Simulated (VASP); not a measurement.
# AlInSb2 (P-4m2) in VASP: a series of runs, part 2 of 2

VASP 6.6.1. The steps go on from the part before.

## Step 3: Single point, LDA

This run uses another cell than the first one, of the same volume but with other edges.

INCAR

```
SYSTEM = AlInSb2
  PREC = Accurate
  ENCUT = 520
  EDIFF = 1E-6
  ISMEAR = 0
  SIGMA = 0.05
  LREAL = .FALSE.
  LASPH = .TRUE.
  NELM = 100
  ALGO = Normal
  ISIF = 2
  LWAVE = .FALSE.
  LCHARG = .TRUE.
  LELF = .TRUE.
  LVHAR = .TRUE.
  NBANDS = 21
```

KPOINTS

```
regular mesh
0
G
  8 8 6
  0 0 0
```

POSCAR

```
AlInSb2
1.0
    4.3252226885      0.0000000000      0.0000000000
    0.0000000000      4.3252226885      0.0000000000
    0.0000000000      0.0000000000      6.5972621668
Al In Sb
1 1 2
Direct
    0.0000000000      0.0000000000      0.0000000000
    0.5000000000      0.5000000000      0.5000000000
    0.0000000000      0.5000000000      0.2738552522
    0.5000000000      0.0000000000      0.7261447478
```

Potentials or basis: VASP PAW LDA potentials, release 64 (Al, In_d, Sb).

Started as:

```console
$ cat potpaw_LDA.64/Al/POTCAR potpaw_LDA.64/In_d/POTCAR potpaw_LDA.64/Sb/POTCAR > POTCAR
$ mpirun -np 1 vasp_std > vasp.out
```

Run time: 58 s. Hardware: 1 thread of AMD EPYC 9R45 (Zen 5), shared host; peak memory 0.27 GiB.

The run converged. Its results:

| Quantity | Value |
| --- | --- |
| Free energy | -16.7301 eV |
| Pressure | 2.3 GPa |
| Largest force | 2.706 eV/Å |
| Band gap on the k mesh | 0.30 eV |

Forces in eV/Å, atoms in the order of the input:
```
Al   0.000  0.000  0.000
In   0.000  0.000  0.000
Sb   0.000  0.000 -2.706
Sb   0.000  0.000  2.706
```

Stress tensor (GPa, compression positive):
```
 3.74  0.00  0.00
 0.00  3.74  0.00
 0.00  0.00 -0.71
```

Levels at points of the mesh, in eV from the valence-band top:
```tsv
k point	band 10	band 11	band 12	band 13	band 14	band 15	band 16	band 17
(0.00, 0.00, 0.00)	-2.34	-0.46	0.00	0.00	0.30	1.25	1.46	2.71
(0.50, 0.00, 0.00)	-3.60	-2.94	-1.25	-0.74	2.22	2.44	3.55	3.94
(0.50, 0.50, 0.00)	-2.84	-2.66	-2.66	-2.48	0.40	0.83	0.83	1.38
(0.00, 0.00, 0.50)	-1.93	-1.93	-1.00	-1.00	1.56	1.71	2.34	2.75
(0.50, 0.00, 0.50)	-1.52	-1.35	-1.20	-0.70	0.35	0.67	3.28	3.45
(0.50, 0.50, 0.50)	-3.32	-3.25	-3.06	-3.06	2.59	3.04	3.04	3.87
```

Caveat: semilocal functionals underestimate gaps, and a narrow one can read as zero; spin-orbit coupling is left out, which moves the levels of the heavy elements; forces of over 1 eV/Å act on the atoms, so gaps and moduli don't describe the material at rest. A k mesh can miss the band edges.

## Step 4: Single point, LDA

INCAR

```
SYSTEM = AlInSb2
ALGO = Normal ; EDIFF = 1E-6
ENCUT = 520 ; ISIF = 2
ISMEAR = 0 ; LASPH = .TRUE.
LCHARG = .FALSE. ; LREAL = .FALSE.
LWAVE = .FALSE. ; NBANDS = 21
NELM = 60 ; PREC = Accurate
SIGMA = 0.05
```

KPOINTS

```
k-points
0
G
  8 8 6
  0 0 0
```

POSCAR

```
AlInSb2
1.0
    4.5626022301      0.0000000000      0.0000000000
    0.0000000000      4.5626022301      0.0000000000
    0.0000000000      0.0000000000      5.9286453378
Al In Sb
1 1 2
Direct
    0.0000000000      0.0000000000      0.0000000000
    0.5000000000      0.5000000000      0.5000000000
    0.0000000000      0.5000000000      0.2738552522
    0.5000000000      0.0000000000      0.7261447478
```

Started as:

```console
$ cat potpaw_LDA.64/Al/POTCAR potpaw_LDA.64/In_d/POTCAR potpaw_LDA.64/Sb/POTCAR > POTCAR
$ mpirun -np 1 vasp_std > vasp.out
```

Wall time 70 s (1 thread of AMD EPYC 9R45 (Zen 5), shared host); peak memory 0.28 GiB.

Results (log left out):

```
Free energy            : -16.8622 eV
Pressure               : 1.8 GPa
Largest force          : 2.283 eV/Å
Band gap on the k mesh : 0.37 eV
```

Forces on the atoms (eV/Å):
```
Al   0.000  0.000  0.000
In   0.000  0.000  0.000
Sb   0.000  0.000 -2.283
Sb   0.000  0.000  2.283
```

Stress tensor (GPa, compression positive):
```
1.55 0.00 0.00
0.00 1.55 0.00
0.00 0.00 2.26
```

Levels at points of the mesh, in eV from the valence-band top:
```csv
k point,band 11,band 12,band 13,band 14,band 15,band 16
"(0.00, 0.00, 0.00)",-0.21,-0.21,0.00,0.37,0.74,0.91
"(0.50, 0.00, 0.00)",-2.42,-1.77,-1.29,1.57,1.93,3.96
"(0.50, 0.50, 0.00)",-2.31,-2.31,-2.10,0.94,1.19,1.19
"(0.00, 0.00, 0.50)",-2.29,-1.40,-1.40,0.97,1.02,2.55
"(0.50, 0.00, 0.50)",-1.20,-0.96,-0.68,0.59,0.60,3.14
"(0.50, 0.50, 0.50)",-3.15,-2.99,-2.99,3.76,4.04,4.04
```

Caveat: semilocal functionals underestimate gaps, and a narrow one can read as zero; spin-orbit coupling is left out, which moves the levels of the heavy elements; forces of over 1 eV/Å act on the atoms, so gaps and moduli don't describe the material at rest. A k mesh can miss the band edges.

## Step 5: Single point, LDA

This run uses another cell than the first one, of the same volume but with other edges.

INCAR

```
SYSTEM = AlInSb2
PREC = Accurate
ENCUT = 520
EDIFF = 1E-6
ISMEAR = 0
SIGMA = 0.05
LREAL = .False.
LASPH = .True.
NELM = 100
ALGO = Normal
ISIF = 2
LWAVE = .False.
LCHARG = .False.
NBANDS = 21
```

KPOINTS

```
regular mesh
0
Gamma
  8 8 6
  0 0 0
```

POSCAR

```
AlInSb2
1.0
    4.4375919547      0.0000000000      0.0000000000
    0.0000000000      4.4375919547      0.0000000000
    0.0000000000      0.0000000000      6.2673789797
Al In Sb
1 1 2
Direct
    0.0000000000      0.0000000000      0.0000000000
    0.5000000000      0.5000000000      0.5000000000
    0.0000000000      0.5000000000      0.2738552522
    0.5000000000      0.0000000000      0.7261447478
```

Potentials or basis: VASP PAW LDA potentials, release 64 (Al, In_d, Sb).

Started as:

```console
$ cat potpaw_LDA.64/Al/POTCAR potpaw_LDA.64/In_d/POTCAR potpaw_LDA.64/Sb/POTCAR > POTCAR
$ mpirun -np 1 vasp_std > vasp.out
```

OUTCAR:

```text
SYSTEM = AlInSb2
   PREC = Accurate
   ENCUT = 520
   EDIFF = 1E-6
   ISMEAR = 0
   LREAL = .False.
   LASPH = .True.
   NELM = 100
   ISIF = 2

 ion  position               nearest neighbor table
   1  0.000  0.000  0.000-   3 2.81   4 2.81   3 2.81   4 2.81
   2  0.500  0.500  0.500-   3 2.63   4 2.63   4 2.63   3 2.63
   3  0.000  0.500  0.274-   2 2.63   2 2.63   1 2.81   1 2.81
   4  0.500  0.000  0.726-   2 2.63   2 2.63   1 2.81   1 2.81

  LATTYP: Found a simple tetragonal cell.
 ALAT       =     4.4375919547
 C/A-ratio  =     1.4123378273

  Lattice vectors:

[... 766 lines left out ...]
 [... further k-points ...]
[... 5 lines left out ...]
  --------------------------------------------------------------------------------------
  -------------------------------------------------------------------------------------
  Total        2.0568464      2.0568464      0.8475736      0.0000000      0.0000000      0.0000000
  in kB       26.7012595     26.7012595     11.0029038      0.0000000      0.0000000      0.0000000
  external PRESSURE =      21.4684743 kB  Pullay stress =       0.0000000 kB

 VOLUME and BASIS-vectors are now :
 -----------------------------------------------------------------------------
  energy-cutoff  :      520.00
  volume of cell :      123.42
      direct lattice vectors                 reciprocal lattice vectors
     4.437591955  0.000000000  0.000000000     0.225347443  0.000000000  0.000000000
     0.000000000  4.437591955  0.000000000     0.000000000  0.225347443  0.000000000
     0.000000000  0.000000000  6.267378980     0.000000000  0.000000000  0.159556332

 POSITION                                       TOTAL-FORCE (eV/Angst)
 -----------------------------------------------------------------------------------
      0.00000      0.00000      0.00000        -0.000000     -0.000000      0.000000
      2.21880      2.21880      3.13369        -0.000000      0.000000      0.000000
      0.00000      2.21880      1.71635         0.000000     -0.000000     -2.539752
      2.21880      0.00000      4.55102         0.000000     -0.000000      2.539752
 -----------------------------------------------------------------------------------
    total drift:                                0.000000      0.000000      0.000000

  FREE ENERGIE OF THE ION-ELECTRON SYSTEM (eV)
  ---------------------------------------------------
  free  energy   TOTEN  =       -16.8467188512 eV

  energy  without entropy=      -16.8467188512  energy(sigma->0) =      -16.84671885
```

stdout:

```text
POSCAR found type information on POSCAR AlInSb
 POSCAR found :  3 types and       4 ions
 scaLAPACK will be used
 LDA part: xc-table for (Slater(with rela. corr.)+CA(PZ))
 , standard interpolation
 POSCAR, INCAR and KPOINTS ok, starting setup
 FFT: planning ... GRIDC
 FFT: planning ... GRID_SOFT
 FFT: planning ... GRID
 WAVECAR not read
 entering main loop
```

Run time: 69 s. Hardware: 1 thread of AMD EPYC 9R45 (Zen 5), shared host; peak memory 0.28 GiB.

What came out:

```
Free energy            : -16.8467 eV
Pressure               : 2.1 GPa
Largest force          : 2.540 eV/Å
Band gap on the k mesh : 0.50 eV
```

Forces on the atoms (eV/Å):
```
Al   0.000  0.000  0.000
In   0.000  0.000  0.000
Sb   0.000  0.000 -2.540
Sb   0.000  0.000  2.540
```

Levels at points of the mesh, in eV from the valence-band top:
```tsv
k point	band 11	band 12	band 13	band 14	band 15	band 16
(0.00, 0.00, 0.00)	-0.07	0.00	0.00	0.50	1.16	1.21
(0.50, 0.00, 0.00)	-2.58	-1.40	-0.91	2.01	2.31	3.90
(0.50, 0.50, 0.00)	-2.40	-2.40	-2.20	0.76	1.11	1.11
(0.00, 0.00, 0.50)	-2.01	-1.09	-1.09	1.39	1.49	2.50
(0.50, 0.00, 0.50)	-1.12	-0.90	-0.85	0.67	0.83	3.44
(0.50, 0.50, 0.50)	-3.12	-2.92	-2.92	3.27	3.61	3.61
```

Caveat: semilocal functionals underestimate gaps, and a narrow one can read as zero; spin-orbit coupling is left out, which moves the levels of the heavy elements; forces of over 1 eV/Å act on the atoms, so gaps and moduli don't describe the material at rest. A k mesh can miss the band edges.

## Step 6: Summary

| cell | gap on the mesh (eV) | pressure (GPa) | largest force (eV/Å) |
| --- | --- | --- | --- |
| a = 4.563, b = 4.563, c = 5.929 Å, 4 atoms, atomic positions A | 0.59 | 0.1 | 0.07 |
| a = 4.325, b = 4.325, c = 6.597 Å, 4 atoms, atomic positions B | 0.30 | 2.3 | 2.71 |
| a = 4.563, b = 4.563, c = 5.929 Å, 4 atoms, atomic positions B | 0.37 | 1.8 | 2.28 |
| a = 4.438, b = 4.438, c = 6.267 Å, 4 atoms, atomic positions B | 0.50 | 2.1 | 2.54 |

Alike in all rows: task single point; level LDA; potentials or basis VASP PAW LDA potentials, release 64 (Al, In_d, Sb); no spin polarisation; k mesh 8 × 8 × 6; cutoff (eV) 520; smearing gaussian 0.05 eV.

Caveats: semilocal functionals underestimate gaps, and a narrow one can read as zero; spin-orbit coupling is left out, which moves the levels of the heavy elements; forces of over 1 eV/Å act on the atoms, so gaps and moduli don't describe the material at rest (at least some runs).

Absolute energies hang on the potentials; compare differences alone.
